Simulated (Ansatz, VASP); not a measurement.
**One calculation of Hf5F, two programs**

```xyz
6
Lattice="2.9013 0.0000 0.0000 -1.4506 2.5126 0.0000 0.0000 0.0000 14.1022" Properties=species:S:1:pos:R:3 pbc="T T T"
Hf    1.4506    0.8375   11.7801
Hf    0.0000    0.0000    9.4153
Hf    1.4506    0.8375    7.0511
Hf    0.0000    0.0000    4.6870
Hf    1.4506    0.8375    2.3222
F     0.0000    0.0000    0.0000
```

Change from the starting cell: species swapped into the MgCd5 type (P-6m2, No. 187).

Alike in both runs: task relaxation of cell and atoms; functional PBE; k mesh 6 × 6 × 2; occupations gaussian, width 0.1 eV; no spin polarisation.

|  | VASP | Ansatz |
| --- | --- | --- |
| version | VASP 6.6.1 | Ansatz 0.2.0 |
| potentials or method | VASP PAW PBE potentials, release 64 (Hf_pv, F), cutoff 600 eV | scalar-relativistic, plane waves, PAW |
| valence electrons in the cell | 57 | 137 |

```tsv
	VASP	Ansatz	Ansatz less VASP
gap on the k mesh at the Fermi level, each at its own relaxed structure (eV)	none	none	-
relaxed volume (Å³/atom)	19.94	20.11	+0.168
relaxed length of the cell vector where the two differ most in proportion (Å)	13.715	13.778	+0.0627
```

A gap of «none» marks a metal or a gap that the smearing closes. VASP's potentials hold 57 valence electrons a cell and Ansatz's 137, so a difference there can come from the potentials and not from the codes.

The k mesh is coarse, so the values compare programs but aren't converged. Neither program's run includes spin-orbit coupling. Noted on VASP's run: the volume moved by over 15 % at a fixed basis, so the end points are rough.
